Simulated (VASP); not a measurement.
# CuSi16 (a cell with a defect) in VASP: single point with PBE+D3(BJ)

Aim: the single point of CuSi16 (a cell with a defect) with PBE+D3(BJ).

Everything below comes from runs of VASP 6.6.1. Logs are shortened: lines on timing, memory, paths and dates and some standing lists are left out, and cuts for length are marked.

**1. The cell of the first run**

The cell holds a defect, 17 atoms: a = 7.679 Å, b = 7.679 Å, c = 7.679 Å, α = 60.00°, β = 60.00°, γ = 60.00°.

**2. Single point, PBE+D3(BJ)**

Contents of INCAR:

```
PREC     = Accurate       # precision mode
ENCUT    = 520            # plane-wave cutoff, eV
EDIFF    = 1E-6           # SCF threshold, eV
ISMEAR   = 0              # smearing method
SIGMA    = 0.02           # smearing width, eV
LREAL    = Auto         
LASPH    = True           # aspherical terms in the spheres
NELM     = 60             # most SCF steps
ALGO     = Normal         # electronic algorithm
ISIF     = 2              # what is computed and relaxed
LWAVE    = False          # write WAVECAR
LCHARG   = False          # write CHGCAR
GGA      = PE             # functional
IVDW     = 12             # dispersion correction
NBANDS   = 52             # bands
NELECT   = 74.0
```

Contents of KPOINTS:

```
Automatic mesh
0
Gamma
  2 2 2
```

Contents of POSCAR:

```
CuSi16
1.0
    0.0000000000      5.4300000000      5.4300000000
    5.4300000000      0.0000000000      5.4300000000
    5.4300000000      5.4300000000      0.0000000000
Si Cu
16 1
Direct
    0.0008185083     -0.0096251381      0.0003382136
    0.1272983425      0.1110615101      0.1269478821
   -0.0023272560     -0.0055758748      0.4992189687
    0.1144271639      0.1236822284      0.6276547882
    0.0035061694      0.4824111418      0.0031407919
    0.1235529466      0.6174046961      0.1227932781
   -0.0082434622      0.4981158379      0.5029534070
    0.1286327808      0.6221959484      0.6313324125
    0.4995585635     -0.0053318600     -0.0029060773
    0.6281430939      0.1237858195      0.1138303867
    0.4888637201      0.0261609576      0.4883307551
    0.6250573665      0.1343593923      0.6244792818
    0.5036747698      0.4982508287     -0.0092263352
    0.6317449355      0.6224615101      0.1278950276
    0.5108492634      0.5097761510      0.5102221915
    0.6239135359      0.6554577348      0.6229407919
    0.3637750460      0.4339634438      0.3627258748
```

Potentials or basis: VASP PAW PBE potentials, release 64 (Si, Cu).

Launch:

```sh
> cat potpaw_PBE.64/Si/POTCAR potpaw_PBE.64/Cu/POTCAR > POTCAR
> mpirun -np 1 vasp_std > vasp.out
```

OUTCAR:

```text
PREC = Accurate
   ENCUT = 520
   EDIFF = 1E-6
   ISMEAR = 0
   LREAL = Auto
   LASPH = True
   NELM = 60
   ISIF = 2
   GGA = PE
   IVDW = 12
   NELECT = 74.0
 IVDW          = 12

 ion  position               nearest neighbor table
   1  0.001  0.990  0.000-  10 2.34   4 2.34   6 2.34   2 2.34
   2  0.127  0.111  0.127-   5 2.33   9 2.33   3 2.33   1 2.34
   3  0.998  0.994  0.499-   2 2.33   8 2.34  12 2.34   4 2.35
   4  0.114  0.124  0.628-   1 2.34   7 2.35   3 2.35  11 2.35
   5  0.004  0.482  0.003-   2 2.33  14 2.33   8 2.33   6 2.35
   6  0.124  0.617  0.123-   1 2.34   5 2.35  13 2.38   7 2.38  17 2.64
   7  0.992  0.498  0.503-  16 2.32   4 2.35  17 2.37   6 2.38   8 2.44
   8  0.129  0.622  0.631-   5 2.33   3 2.34  15 2.40   7 2.44  17 2.50
   9  0.500  0.995  0.997-   2 2.33  14 2.34  12 2.34  10 2.35
  10  0.628  0.124  0.114-   1 2.34  13 2.35   9 2.35  11 2.36
  11  0.489  0.026  0.488-  16 2.33   4 2.35  10 2.36  12 2.39  17 2.56
  12  0.625  0.134  0.624-   9 2.34   3 2.34  15 2.36  11 2.39  17 2.86
  13  0.504  0.498  0.991-  16 2.32  10 2.35  17 2.37   6 2.38  14 2.44
  14  0.632  0.622  0.128-   5 2.33   9 2.34  15 2.40  13 2.44  17 2.50
  15  0.511  0.510  0.510-  16 2.33  17 2.34  12 2.36   8 2.40  14 2.40
  16  0.624  0.655  0.623-  13 2.32   7 2.32  11 2.33  15 2.33
  17  0.364  0.434  0.363-  15 2.34  13 2.37   7 2.37  14 2.50   8 2.50  11 2.56   6 2.64  12 2.86

  LATTYP: Found a face centered cubic cell.
 ALAT       =    10.8600000000

  Lattice vectors:

 A1 = (   0.0000000000,   5.4300000000,   5.4300000000)
 A2 = (   5.4300000000,   0.0000000000,   5.4300000000)
 A3 = (   5.4300000000,   5.4300000000,   0.0000000000)

Analysis of symmetry for initial positions (statically):
=====================================================================
 Subroutine PRICEL returns:
 Original cell was already a primitive cell.

 Routine SETGRP: Setting up the symmetry group for a
 face centered cubic supercell.

 Subroutine GETGRP returns: Found  1 space group operations
 (whereof  1 operations were pure point group operations)
 out of a pool of 48 trial point group operations.

The static configuration has the point symmetry C_1 .

Analysis of symmetry for dynamics (positions and initial velocities):
=====================================================================
 Subroutine PRICEL returns:
 Original cell was already a primitive cell.

 Routine SETGRP: Setting up the symmetry group for a
 face centered cubic supercell.

 Subroutine GETGRP returns: Found  1 space group operations
 (whereof  1 operations were pure point group operations)
 out of a pool of 48 trial point group operations.

The dynamic configuration has the point symmetry C_1 .
[... 121 lines left out ...]
   TEBEG  =    0.0;   TEEND  =   0.0 temperature during run
   PSTRESS=    0.0 pullay stress
   NELECT =      74.0000    total number of electrons
   NUPDOWN=      -1.0000    fix difference up-down
   EMIN   =  10.00;   EMAX   =-10.00  energy-range for DOS
   EFERMI =   0.00;   METHOD = LEGACY
   ISMEAR =     0;   SIGMA  =   0.02  broadening in eV -4-tet -1-fermi 0-gaus
   EFERMI_NEDOS =   21; number of points for ismear=-14 and -15
   IALGO  =     38    algorithm
   IMIX   =      4    mixing-type and parameters
     AMIX     =   0.40;   BMIX     =  1.00
     AMIX_MAG =   1.60;   BMIX_MAG =  1.00
  volume/ion in A,a.u.               =      18.84       127.11
  Fermi-wavevector in a.u.,A,eV,Ry     =   1.004636  1.898488 13.732283  1.009294
  Thomas-Fermi vector in A             =   2.137265
   LORBIT       =      0    0 simple, 1 ext, 2 COOP (PROOUT), +10 PAW based schemes
   GGA     = PE    functional components
   LHFCALC =     F    Hartree Fock is set to
   AEXX    =    0.0000 exact exchange contribution
   IVDW    =    12    specifies the selected vdW correction
   LEPSILON=     F    determine dielectric tensor
   LRPA    =     F    only Hartree local field effects (RPA)
 non-spin polarized calculation
 Gauss-broadening in eV      SIGMA  =   0.02
  energy-cutoff  :      520.00
  volume of cell :      320.21
 maximum number of plane-waves:      8646
 NGX is ok and might be reduce to    60
   NGX = 29   NGY = 29   NGZ = 29

 number of electron      74.0000000 magnetization

 Free energy of the ion-electron system (eV)
  ---------------------------------------------------
  ext. energy  EPLUGINS =         0.00000000
  ---------------------------------------------------
  free energy    TOTEN  =       -94.22002198 eV

  energy without entropy =      -94.22002198  energy(sigma->0) =      -94.22002198

 E-fermi :   6.3791     XC(G=0):  -9.6084

 val. band max:        6.2807961376   @ k =   0.0000   0.0000   0.0000
 cond. band min:       6.4976852754   @ k =   0.0000   0.0000   0.0000
 fundamental gap:      0.2168891378
 Fermi energy:         6.3790609695

 k-point     1 :       0.0000    0.0000    0.0000
  band No.  band energies     occupation
      1      -5.8954      2.00000
      2      -3.5332      2.00000
      3      -3.5172      2.00000
      4      -3.4853      2.00000
      5      -3.4663      2.00000
      6      -2.0307      2.00000
[... 405 lines left out ...]
     48      10.4846      0.00000
     49      10.5244      0.00000
 [bands above 49 left out]

------------------------ aborting loop because EDIFF is reached ----------------------------------------

 Edisp (eV)   -5.67004

 E8    (eV) :    -2.3517

  FORCE on cell =-STRESS in cart. coord.  units (eV):
  Direction    XX          YY          ZZ          XY          YZ          ZX
  --------------------------------------------------------------------------------------
  -------------------------------------------------------------------------------------
  Total      -7.36396    -8.01166    -7.35165     0.09525     0.09458    -0.54665
  in kB     -36.84619   -40.08702   -36.78461     0.47657     0.47324    -2.73519
  external pressure =      -37.91 kB  Pullay stress =        0.00 kB

 VOLUME and BASIS-vectors are now :
 -----------------------------------------------------------------------------
  energy-cutoff  :      520.00
  volume of cell :      320.21
      direct lattice vectors                 reciprocal lattice vectors
     0.000000000  5.430000000  5.430000000    -0.092081031  0.092081031  0.092081031
     5.430000000  0.000000000  5.430000000     0.092081031 -0.092081031  0.092081031
     5.430000000  5.430000000  0.000000000     0.092081031  0.092081031 -0.092081031

 POSITION                                       TOTAL-FORCE (eV/Angst)
 -----------------------------------------------------------------------------------
      5.37957      0.00628      5.38218        -0.002056      0.003603     -0.002197
      1.29239      1.38056      1.29429        -0.002839      0.007614     -0.001726
      8.11048      8.12812     10.81709        -0.000617      0.006206     -0.001705
      4.07976      4.02950      1.29293        -0.000013      0.004698      0.007349
      2.63655      0.03609      2.63853        -0.004010      0.004866     -0.000800
      4.01927      1.33766      4.02340        -0.003040     -0.005391     -0.003034
[... 9 lines left out ...]
      6.94170      6.77042      6.94699        -0.008146     -0.001873     -0.008672
      4.32602      3.94490      4.33172         0.006853     -0.014509      0.003872
 -----------------------------------------------------------------------------------
    total drift:                                0.004193     -0.005599      0.003985

  FREE ENERGIE OF THE ION-ELECTRON SYSTEM (eV)
  ---------------------------------------------------
  free  energy   TOTEN  =       -99.8900583416 eV

  energy  without entropy=      -99.8900583416  energy(sigma->0) =      -99.89005834
```

OSZICAR:

```text
N       E                     dE             d eps       ncg     rms          rms(c)
DAV:   1     0.328646747467E+03    0.32865E+03   -0.27630E+04   832   0.123E+03
[... 11 lines left out ...]
DAV:  13    -0.942249245944E+02   -0.58589E-02   -0.43704E-02  1336   0.418E+00    0.512E-01
DAV:  14    -0.942208170869E+02    0.41075E-02   -0.13483E-02  1320   0.254E+00    0.237E-01
DAV:  15    -0.942200985191E+02    0.71857E-03   -0.29671E-03  1296   0.108E+00    0.927E-02
DAV:  16    -0.942200873470E+02    0.11172E-04   -0.56750E-04  1296   0.121E-01    0.572E-02
DAV:  17    -0.942200332337E+02    0.54113E-04   -0.76779E-05  1456   0.239E-01    0.289E-02
DAV:  18    -0.942200207420E+02    0.12492E-04   -0.57679E-05  1320   0.167E-01    0.837E-03
DAV:  19    -0.942200219312E+02   -0.11892E-05   -0.24563E-05  1272   0.694E-02    0.424E-03
DAV:  20    -0.942200219838E+02   -0.52563E-07   -0.15968E-06   728   0.179E-02
   1 F= -.99890058E+02 E0= -.99890058E+02  d E =-.462944E-13
```

Run time: 4.4 min. Hardware: 1 thread of AMD EPYC 9R45 (Zen 5), shared host; peak memory 0.45 GiB.

What came out:

```
Free energy                : -99.8901 eV
Largest force              : 0.024 eV/Å
Dispersion energy per atom : -0.334 eV
```

Forces on the atoms (eV/Å):
```
Si  -0.002  0.004 -0.002
Si  -0.003  0.008 -0.002
Si  -0.001  0.006 -0.002
Si   0.000  0.005  0.007
Si  -0.004  0.005 -0.001
Si  -0.003 -0.005 -0.003
Si   0.014 -0.019 -0.007
Si   0.008  0.004 -0.005
Si  -0.002  0.007 -0.002
Si   0.008  0.005  0.000
Si  -0.005  0.014 -0.003
Si  -0.007 -0.002 -0.007
Si  -0.005 -0.017  0.012
Si  -0.006  0.005  0.009
Si   0.009 -0.001  0.010
Si  -0.008 -0.002 -0.009
Cu   0.007 -0.015  0.004
```

Levels at points of the mesh, in eV from the Fermi level:
```tsv
k point	band 33	band 34	band 35	band 36	band 37	band 38	band 39	band 40	band 41	band 42
(0.00, 0.00, 0.00)	-0.98	-0.91	-0.62	-0.19	-0.10	0.12	0.51	0.61	0.63	0.68
(0.50, 0.00, 0.00)	-1.98	-0.90	-0.84	-0.82	-0.70	0.57	1.14	1.31	1.32	1.45
(0.00, 0.50, 0.00)	-2.05	-0.89	-0.86	-0.68	-0.52	0.54	1.04	1.33	1.38	1.55
(0.00, 0.00, 0.50)	-1.98	-0.90	-0.84	-0.82	-0.71	0.57	1.14	1.31	1.32	1.45
(0.50, 0.50, 0.50)	-2.00	-0.93	-0.87	-0.78	-0.77	0.48	1.22	1.31	1.35	1.43
(0.50, 0.50, 0.00)	-1.80	-1.52	-1.43	-1.40	-0.99	0.67	1.05	2.00	2.08	2.16
(0.00, 0.50, 0.50)	-1.80	-1.52	-1.43	-1.40	-0.99	0.67	1.05	2.00	2.08	2.16
(0.50, 0.00, 0.50)	-1.85	-1.48	-1.48	-1.40	-1.04	0.68	1.04	2.01	2.06	2.17
```

Caveat: the k points lie up to 0.50 Å⁻¹ apart; the cell carries a net charge on a neutralising background, which shifts energy and pressure; the cell is charged against a uniform background, so pressure and absolute levels hang on convention.
